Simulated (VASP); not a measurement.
# P (Imma) in VASP: further runs

Runs on P. Level: PBEsol. Tasks: single point.

Everything below comes from runs of VASP 6.6.1. Logs are shortened: lines on timing, memory, paths and dates and some standing lists are left out, and cuts for length are marked.

**1. The cell of the first run**

It takes space group Imma (No. 74, orthorhombic). Conventional cell: a = 3.406 Å, b = 4.825 Å, c = 3.421 Å, α = 90.00°, β = 90.00°, γ = 90.00°. Within 3.1 Å of P (site symmetry mm2) lie 6 P at 2.31 to 2.52 Å.

**2. Single point, PBEsol (14.05 Å³/atom)**

Contents of INCAR:

```
SYSTEM = P
PREC = Accurate
ENCUT = 520
EDIFF = 1E-6
ISMEAR = 0
SIGMA = 0.1
LREAL = .False.
LASPH = .True.
NELM = 100
ALGO = Normal
ISIF = 2
LWAVE = .False.
LCHARG = .True.
GGA = PS
LELF = .True.
LVHAR = .True.
NBANDS = 12
```

Contents of KPOINTS:

```
Automatic mesh
0
Gamma
  16 16 16
  0 0 0
```

Contents of POSCAR:

```
P
1.0
   -1.7028859055      2.4122590060      1.7107105155
    1.7028859055     -2.4122590060      1.7107105155
    1.7028859055      2.4122590060     -1.7107105155
P
2
Direct
    0.7710283167      0.0210283167      0.7500000000
    0.2289716833      0.9789716833      0.2500000000
```

Potentials or basis: VASP PAW PBE potentials, release 64 (P).

On the command line:

```
> cat potpaw_PBE.64/P/POTCAR > POTCAR
> mpirun -np 1 vasp_std > vasp.out
```

OUTCAR:

```text
SYSTEM = P
   PREC = Accurate
   ENCUT = 520
   EDIFF = 1E-6
   ISMEAR = 0
   LREAL = .False.
   LASPH = .True.
   NELM = 100
   ISIF = 2
   GGA = PS

 ion  position               nearest neighbor table
   1  0.771  0.021  0.750-   2 2.31   2 2.31   2 2.42   2 2.42   2 2.52   2 2.52
   2  0.229  0.979  0.250-   1 2.31   1 2.31   1 2.42   1 2.42   1 2.52   1 2.52

  LATTYP: Found a body centered orthorhombic cell.
 ALAT       =     3.4057718110
 B/A-ratio  =     1.0045949115
 C/A-ratio  =     1.4165711268

  Lattice vectors:

 A1 = (   1.7028859055,  -2.4122590060,  -1.7107105155)
 A2 = (  -1.7028859055,  -2.4122590060,   1.7107105155)
 A3 = (  -1.7028859055,   2.4122590060,  -1.7107105155)

Analysis of symmetry for initial positions (statically):
=====================================================================
 Subroutine PRICEL returns:
 Original cell was already a primitive cell.

 Routine SETGRP: Setting up the symmetry group for a
 body centered orthorhombic supercell.

 Subroutine GETGRP returns: Found  8 space group operations
 (whereof  4 operations were pure point group operations)
 out of a pool of  8 trial point group operations.

The static configuration has the point symmetry C_2h.
 The point group associated with its full space group is D_2h.

Analysis of symmetry for dynamics (positions and initial velocities):
=====================================================================
 Subroutine PRICEL returns:
 Original cell was already a primitive cell.

 Routine SETGRP: Setting up the symmetry group for a
 body centered orthorhombic supercell.

 Subroutine GETGRP returns: Found  8 space group operations
 (whereof  4 operations were pure point group operations)
 out of a pool of  8 trial point group operations.

The dynamic configuration has the point symmetry C_2h.
 The point group associated with its full space group is D_2h.

 Subroutine INISYM returns: Found  8 space group operations
 (whereof  4 operations are pure point group operations),
 and found     1 'primitive' translations

----------------------------------------------------------------------------------------

                                     Primitive cell

  volume of cell :      28.1090

  direct lattice vectors                    reciprocal lattice vectors
    -1.702885906  2.412259006  1.710710515     0.000000000  0.207274591  0.292276218
     1.702885906 -2.412259006  1.710710515     0.293619202  0.000000000  0.292276218
     1.702885906  2.412259006 -1.710710515     0.293619202  0.207274591  0.000000000

  length of vectors
     3.412527566  3.412527566  3.412527566     0.358312914  0.414291713  0.359409226

  position of ions in fractional coordinates (direct lattice)
     0.771028317  0.021028317  0.750000000
     0.228971683  0.978971683  0.250000000

  ion indices of the primitive-cell ions
   primitive index   ion index
                 1           1
                 2           2

----------------------------------------------------------------------------------------

 KPOINTS: Automatic mesh

Automatic generation of k-mesh.
 Grid dimensions read from file:
 generate k-points for:   16   16   16

 Generating k-lattice:

  Cartesian coordinates                     Fractional coordinates (reciprocal lattice)
     0.000000000  0.012954662  0.018267264     0.062500000  0.000000000 -0.000000000
     0.018351200  0.000000000  0.018267264     0.000000000  0.062500000 -0.000000000
     0.018351200  0.012954662  0.000000000    -0.000000000  0.000000000  0.062500000

  Length of vectors
     0.022394557  0.025893232  0.022463077

  Shift w.r.t. Gamma in fractional coordinates (k-lattice)
     0.000000000  0.000000000  0.000000000

 Subroutine IBZKPT returns following result:
 ===========================================

 Found    621 irreducible k-points:

 Following reciprocal coordinates:
            Coordinates               Weight
  0.000000  0.000000  0.000000      1.000000
  0.062500  0.000000  0.000000      4.000000
  0.125000  0.000000  0.000000      4.000000
  0.187500  0.000000  0.000000      4.000000
  0.250000  0.000000  0.000000      4.000000
  0.312500  0.000000 -0.000000      4.000000
[... 16 lines left out ...]
 -0.187500  0.062500 -0.000000      8.000000
 -0.125000  0.062500  0.000000      8.000000
 [... further k-points ...]
   k-points           NKPTS =    621   k-points in BZ     NKDIM =    621   number of bands    NBANDS=     12
   number of dos      NEDOS =    301   number of ions     NIONS =      2
   total plane-waves  NPLWV =  21952
   dimension x,y,z NGX =    28 NGY =   28 NGZ =   28
   dimension x,y,z NGXF=    56 NGYF=   56 NGZF=   56
   ions per type =               2
   NGX,Y,Z   is equivalent  to a cutoff of  13.64, 13.64, 13.64 a.u.
   NGXF,Y,Z  is equivalent  to a cutoff of  27.28, 27.28, 27.28 a.u.
 SYSTEM =  P
   PREC   = accura    normal or accurate (medium, high low for compatibility)
   ISTART =      0    job   : 0-new  1-cont  2-samecut
   ICHARG =      2    charge: 1-file 2-atom 10-const
   ISPIN  =      1    spin polarized calculation?
   LNONCOLLINEAR =      F non collinear calculations
   LSORBIT =      F    spin-orbit coupling
   LASPH  =      T    aspherical Exc in radial PAW
   ENCUT  =  520.0 eV  38.22 Ry    6.18 a.u.   6.35  6.35  6.35*2*pi/ulx,y,z
   NELM   =    100;   NELMIN=  2; NELMDL= -5     # of ELM steps
   EDIFF  = 0.1E-05   stopping-criterion for ELM
   LREAL  =      F    real-space projection
[... 7 lines left out ...]
   TEBEG  =    0.0;   TEEND  =   0.0 temperature during run
   PSTRESS=    0.0 pullay stress
   NELECT =      10.0000    total number of electrons
   NUPDOWN=      -1.0000    fix difference up-down
   EMIN   =  10.00;   EMAX   =-10.00  energy-range for DOS
   EFERMI =   0.00;   METHOD = LEGACY
   ISMEAR =     0;   SIGMA  =   0.10  broadening in eV -4-tet -1-fermi 0-gaus
   EFERMI_NEDOS =   21; number of points for ismear=-14 and -15
   IALGO  =     38    algorithm
   IMIX   =      4    mixing-type and parameters
     AMIX     =   0.40;   BMIX     =  1.00
     AMIX_MAG =   1.60;   BMIX_MAG =  1.00
  volume/ion in A,a.u.               =      14.05        94.84
  Fermi-wavevector in a.u.,A,eV,Ry     =   1.160004  2.192090 18.308127  1.345609
  Thomas-Fermi vector in A             =   2.296591
   LORBIT       =      0    0 simple, 1 ext, 2 COOP (PROOUT), +10 PAW based schemes
   GGA     = PS    functional components
   LHFCALC =     F    Hartree Fock is set to
   AEXX    =    0.0000 exact exchange contribution
   IVDW    =     0    specifies the selected vdW correction
   LEPSILON=     F    determine dielectric tensor
   LRPA    =     F    only Hartree local field effects (RPA)
 non-spin polarized calculation
 Gauss-broadening in eV      SIGMA  =   0.10
  energy-cutoff  :      520.00
  volume of cell :       28.11
 maximum number of plane-waves:       773
 NGX is ok and might be reduce to    28
   NGX = 13   NGY = 13   NGZ = 13

 number of electron      10.0000000 magnetization

 number of electron       9.9999999 magnetization

 Free energy of the ion-electron system (eV)
  ---------------------------------------------------
  ext. energy  EPLUGINS =         0.00000000
  ---------------------------------------------------
  free energy    TOTEN  =       -11.55534576 eV

  energy without entropy =      -11.55248761  energy(sigma->0) =      -11.55391668

 E-fermi :  10.2934     XC(G=0): -11.5236

 val. band max:       10.2911625847   @ k =   0.5000   0.2500   0.0625
 cond. band min:      10.2949454467   @ k =  -0.4375   0.1875  -0.0000
 fundamental gap:      0.0037828621
 Fermi energy:        10.2934164624

 k-point     1 :       0.0000    0.0000    0.0000
  band No.  band energies     occupation
      1      -6.8014      2.00000
      2       7.7820      2.00000
      3       7.8839      2.00000
      4       7.9515      2.00000
      5       8.9035      2.00000
      6      13.9437      0.00000
      7      13.9592      0.00000
      8      14.6378      0.00000
      9      15.3152      0.00000
     10      15.9874      0.00000
     11      16.0254      0.00000
     12      16.9693      0.00000

 k-point     2 :       0.0625    0.0000    0.0000
  band No.  band energies     occupation
      1      -6.7331      2.00000
      2       6.9571      2.00000
      3       7.7637      2.00000
      4       7.9133      2.00000
      5       9.6311      2.00000
      6      13.8421      0.00000
      7      13.9934      0.00000
      8      14.5832      0.00000
      9      14.8059      0.00000
     10      15.4084      0.00000
     11      15.9237      0.00000
     12      17.8823      0.00000

 k-point     3 :       0.1250    0.0000    0.0000
  band No.  band energies     occupation
      1      -6.5285      2.00000
      2       5.5454      2.00000
      3       7.7194      2.00000
      4       7.8758      2.00000
      5      10.3628      0.32656
      6      13.2220      0.00000
      7      13.4988      0.00000
      8      14.0861      0.00000
      9      15.2396      0.00000
     10      15.3222      0.00000
     11      15.8213      0.00000
     12      19.3395      0.00000

 k-point     4 :       0.1875    0.0000    0.0000
  band No.  band energies     occupation
      1      -6.1885      2.00000
      2       4.0764      2.00000
      3       7.6753      2.00000
      4       7.8460      2.00000
      5      10.7370      0.00000
      6      12.3060      0.00000
      7      12.4605      0.00000
      8      13.9692      0.00000
      9      15.8900      0.00000
     10      15.9470      0.00000
     11      16.1393      0.00000
     12      20.9764      0.00000

 k-point     5 :       0.2500    0.0000    0.0000
  band No.  band energies     occupation
      1      -5.7152      2.00000
      2       2.6256      2.00000
      3       7.6590      2.00000
      4       7.8554      2.00000
      5      10.8340      0.00000
      6      11.4483      0.00000
      7      11.5348      0.00000
      8      13.5549      0.00000
      9      16.8345      0.00000
     10      16.8861      0.00000
     11      16.9533      0.00000
     12      22.7377      0.00000
[... 228 lines left out ...]
      1      -5.4672      2.00000
      2       2.1710      2.00000
      3       6.7525      2.00000
      4       8.4676      2.00000
      5      10.2065      1.78102
      6      11.3281      0.00000
      7      11.5265      0.00000
      8      14.0066      0.00000
      9      16.5857      0.00000
     10      16.7421      0.00000
     11      18.6986      0.00000
     12      22.2788      0.00000

 k-point    22 :      -0.2500    0.0625    0.0000
  band No.  band energies     occupation
      1      -5.9839      2.00000
      2       3.5747      2.00000
      3       6.8435      2.00000
      4       8.3392      2.00000
      5      10.8802      0.00000
      6      11.4971      0.00000
      7      12.2651      0.00000
      8      14.3422      0.00000
      9      15.6834      0.00000
     10      16.0532      0.00000
     11      17.4722      0.00000
     12      20.5784      0.00000

 k-point    23 :      -0.1875    0.0625   -0.0000
  band No.  band energies     occupation
      1      -6.3684      2.00000
      2       4.9720      2.00000
      3       7.0348      2.00000
      4       8.2111      2.00000
      5      10.7965      0.00000
      6      12.2434      0.00000
      7      13.1341      0.00000
      8      14.3634      0.00000
      9      15.0871      0.00000
     10      15.9142      0.00000
     11      16.4057      0.00000
     12      19.0753      0.00000

 k-point    24 :      -0.1250    0.0625    0.0000
  band No.  band energies     occupation
      1      -6.6183      2.00000
      2       6.2064      2.00000
      3       7.3721      2.00000
      4       8.0596      2.00000
      5      10.2188      1.70842
      6      13.2275      0.00000
      7      13.7792      0.00000
      8      14.5004      0.00000
      9      14.8415      0.00000
     10      15.5621      0.00000
     11      15.8744      0.00000
     12      18.0715      0.00000

 [... further k-points ...]
[... 5 lines left out ...]
  --------------------------------------------------------------------------------------
  -------------------------------------------------------------------------------------
  Total        0.5186582      0.5278219      0.5271809      0.0000000      0.0000000      0.0000000
  in kB       29.5628201     30.0851354     30.0486021      0.0000000      0.0000000      0.0000000
  external PRESSURE =      29.8988525 kB  Pullay stress =       0.0000000 kB

 VOLUME and BASIS-vectors are now :
 -----------------------------------------------------------------------------
  energy-cutoff  :      520.00
  volume of cell :       28.11
      direct lattice vectors                 reciprocal lattice vectors
    -1.702885906  2.412259006  1.710710515     0.000000000  0.207274591  0.292276218
     1.702885906 -2.412259006  1.710710515     0.293619202  0.000000000  0.292276218
     1.702885906  2.412259006 -1.710710515     0.293619202  0.207274591  0.000000000

 POSITION                                       TOTAL-FORCE (eV/Angst)
 -----------------------------------------------------------------------------------
     -0.00000      3.61839      0.07195        -0.000000     -0.000000      0.020407
      1.70289     -1.20613      1.63876         0.000000      0.000000     -0.020407
 -----------------------------------------------------------------------------------
    total drift:                               -0.000000      0.000000     -0.000000

  FREE ENERGIE OF THE ION-ELECTRON SYSTEM (eV)
  ---------------------------------------------------
  free  energy   TOTEN  =       -11.5553457599 eV

  energy  without entropy=      -11.5524876068  energy(sigma->0) =      -11.55391668
```

Wall time 2.7 min (1 thread of AMD EPYC 7R13 (Zen 3), shared host); peak memory 0.24 GiB.

Results:

* Free energy: -11.5553 eV
* Pressure: 3.0 GPa
* Largest force: 0.020 eV/Å
* Band gap on the k mesh: zero (bands 5 and 6 overlap by 1.94 eV)

Forces on the atoms (eV/Å):
```
P    0.000  0.000  0.020
P    0.000  0.000 -0.020
```

Caveat: the PAW data sets were made with another functional, which shifts forces and pressure a little.

**3. Single point, PBEsol (14.50 Å³/atom)**

This run uses another cell than the first one, of 14.50 Å³/atom.

Contents of INCAR:

```
  ALGO = Normal
  EDIFF = 1E-6
  ENCUT = 520
  GGA = PS
  ISIF = 2
  ISMEAR = 0
  LASPH = T
  LCHARG = F
  LREAL = F
  LWAVE = F
  NBANDS = 12
  NELM = 80
  PREC = Accurate
  SIGMA = 0.1
```

Contents of KPOINTS:

```
k-points
0
Gamma
  16 16 16
```

Contents of POSCAR:

```
P
1.0
   -1.7064785808      2.4416914967      1.7403566647
    1.7064785808     -2.4416914967      1.7403566647
    1.7064785808      2.4416914967     -1.7403566647
P
2
Direct
    0.7786297074      0.0286297074      0.7500000000
    0.2213702926      0.9713702926      0.2500000000
```

Potentials or basis: VASP PAW PBE potentials, release 64 (P).

On the command line:

```
> cat potpaw_PBE.64/P/POTCAR > POTCAR
> mpirun -np 1 vasp_std > vasp.out
```

Wall time 2.7 min (1 thread of AMD EPYC 7R13 (Zen 3), shared host); peak memory 0.25 GiB.

Results (log left out):

| Quantity | Value |
| --- | --- |
| Free energy | -11.5663 eV |
| Pressure | 0.8 GPa |
| Largest force | 0.035 eV/Å |
| Band gap on the k mesh | zero (bands 5 and 6 overlap by 1.69 eV) |

Forces on the atoms (eV/Å):
```
P    0.000  0.000  0.035
P    0.000  0.000 -0.035
```

Stress tensor (GPa, compression positive):
```
0.68 0.00 0.00
0.00 0.92 0.00
0.00 0.00 0.90
```

Levels at points of the mesh, in eV from the Fermi level:
```csv
k point,band 1,band 2,band 3,band 4,band 5,band 6,band 7,band 8,band 9,band 10
"(0.00, 0.00, 0.00)",-16.88,-2.58,-2.58,-2.30,-1.83,3.15,3.31,4.50,4.79,5.80
"(0.50, 0.00, 0.00)",-13.36,-11.96,-2.59,-1.59,-1.58,-0.45,0.76,1.74,10.89,10.99
"(0.00, 0.50, 0.00)",-12.49,-9.55,-7.23,-5.61,-5.50,0.42,7.74,7.78,9.28,10.33
"(0.50, 0.50, 0.00)",-12.62,-12.62,-2.50,-2.50,-0.70,-0.70,1.01,1.01,11.57,11.57
"(0.50, 0.50, 0.50)",-12.66,-9.01,-7.62,-5.53,-5.52,0.28,7.61,8.15,9.24,10.15
```

Caveat: the PAW data sets were made with another functional, which shifts forces and pressure a little.
